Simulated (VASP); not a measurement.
**MoS2: single point with LDA**

MoS2:

```xyz
12
Lattice="3.0847 0.0000 0.0000 -1.5424 2.6715 0.0000 0.0000 0.0000 23.0042" Properties=species:S:1:pos:R:3 pbc="T T T"
Mo    0.0000    1.7810    2.8740
Mo    0.0000    1.7810   14.3791
Mo    1.5424    0.8905    8.6251
Mo    1.5424    0.8905   20.1302
S     1.5424    0.8905    1.3152
S     1.5424    0.8905   12.8207
S     0.0000    1.7810    7.0665
S     0.0000    1.7810   18.5715
S     1.5424    0.8905    4.4327
S     1.5424    0.8905   15.9377
S     0.0000    1.7810   10.1836
S     0.0000    1.7810   21.6890
```

| Item | Value |
| --- | --- |
| Program | VASP 6.6.1 |
| Task | single point |
| Functional | LDA |
| Potentials or basis | VASP PAW LDA potentials, release 64 (Mo_sv, S) |
| Cutoff | 520 eV |
| k mesh | 7 × 7 × 1 |
| Occupations | fermi-dirac, width 0.05 eV |
| Spin | no spin polarisation |
| Dipole correction | no |
| Further INCAR settings | ALGO = Normal; EDIFF = 1e-07; NBANDS = 64 |

```
Pressure               : 5.1 GPa
Largest force          : 0.020 eV/Å
Band gap on the k mesh : 0.58 eV
```

Forces in eV/Å, atoms in the order of the input:
```
Mo   0.000  0.000  0.000
Mo   0.000  0.000  0.002
Mo   0.000  0.000 -0.002
Mo   0.000  0.000  0.000
S    0.000  0.000 -0.006
S    0.000  0.000 -0.020
S    0.000  0.000 -0.014
S    0.000  0.000 -0.011
S    0.000  0.000  0.011
S    0.000  0.000  0.014
S    0.000  0.000  0.020
S    0.000  0.000  0.006
```

Levels at points of the mesh, in eV from the valence-band top:
```csv
k point,band 48,band 49,band 50,band 51,band 52,band 53,band 54,band 55,band 56,band 57
"(0.00, 0.00, 0.00)",-1.77,-0.88,-0.25,-0.25,0.00,1.98,1.98,1.98,1.98,1.99
```

It took 3.2 min on 1 thread of AMD EPYC 7R13, on a shared host, peak memory 0.25 GiB.

A k mesh can miss the band edges. Expect the measured gap to be larger: semilocal functionals such as LDA lack the derivative discontinuity.
